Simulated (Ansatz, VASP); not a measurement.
**SiC in VASP and in Ansatz**

```
Si C
1.0
     3.07520    0.00000    0.00000
    -1.53760    2.66320    0.00000
     0.00000    0.00000    4.84624
Si C
2 2
Cartesian
  0.0000 1.7755 0.0223
  1.5376 0.8877 2.4454
  0.0000 1.7755 1.8435
  1.5376 0.8877 4.2666
```

Change from the starting cell: strain +0.000 along x and y, -0.040 along z, atoms carried along.

Alike in both runs: task single point; functional r2SCAN; k mesh 12 × 12 × 6; occupations gaussian, width 0.05 eV; no spin polarisation.

|  | VASP | Ansatz |
| --- | --- | --- |
| version | VASP 6.6.1 | Ansatz 0.2.0 |
| potentials or method | VASP PAW PBE potentials, release 64 (Si, C), cutoff 520 eV | scalar-relativistic, plane waves, PAW |
| valence electrons in the cell | 16 | 16 |

```tsv
	VASP	Ansatz	Ansatz less VASP
gap on the k mesh at the Fermi level (eV)	2.69	2.67	-0.010
least direct gap on the mesh (eV)	4.17	4.17	-0.008
pressure (GPa)	10.2	10.4	+0.22
traceless stress, the component that is largest in VASP (GPa)	17.95	17.86	-0.091
rms of the force components (eV/Å)	0.324	0.327	+0.0028
```

VASP's potentials were made for PBE, not for r2SCAN. Atom by atom the forces differ by 0.003 eV/Å (rms over components). With one functional, cell and mesh, what is left measures potentials, basis and numerics.
